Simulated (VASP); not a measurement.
Here is a VASP 6.6.1 calculation.

Contents of INCAR:

```
SYSTEM = Ti
PREC = Accurate
ENCUT = 520
EDIFF = 1E-7
ISMEAR = 0
SIGMA = 0.15
LREAL = .FALSE.
LASPH = .TRUE.
NELM = 150
ALGO = Fast
ISIF = 2
LWAVE = .FALSE.
LCHARG = .TRUE.
ISPIN = 2
MAGMOM = 0.25
LORBIT = 11
NUPDOWN = 0.25
LMAXMIX = 4
GGA = PE
LELF = .TRUE.
LVHAR = .TRUE.
NBANDS = 16
```

KPOINTS

```
regular mesh
0
G
  20 20 20
  0 0 0
```

Contents of POSCAR:

```
Ti
1.0
    0.0000000000      1.9243855913      1.9243855913
    1.9243855913      0.0000000000      1.9243855913
    1.9243855913      1.9243855913      0.0000000000
Ti
1
Direct
    0.0000000000      0.0000000000      0.0000000000
```

Potentials or basis: VASP PAW PBE potentials, release 64 (Ti_sv).

The run is started by

```console
$ cat potpaw_PBE.64/Ti_sv/POTCAR > POTCAR
$ mpirun -np 1 vasp_std > vasp.out
```

Task: Estimate the pressure.

Result: 29.4 GPa.

Caveat: the total moment is fixed, so each spin has its own Fermi level.
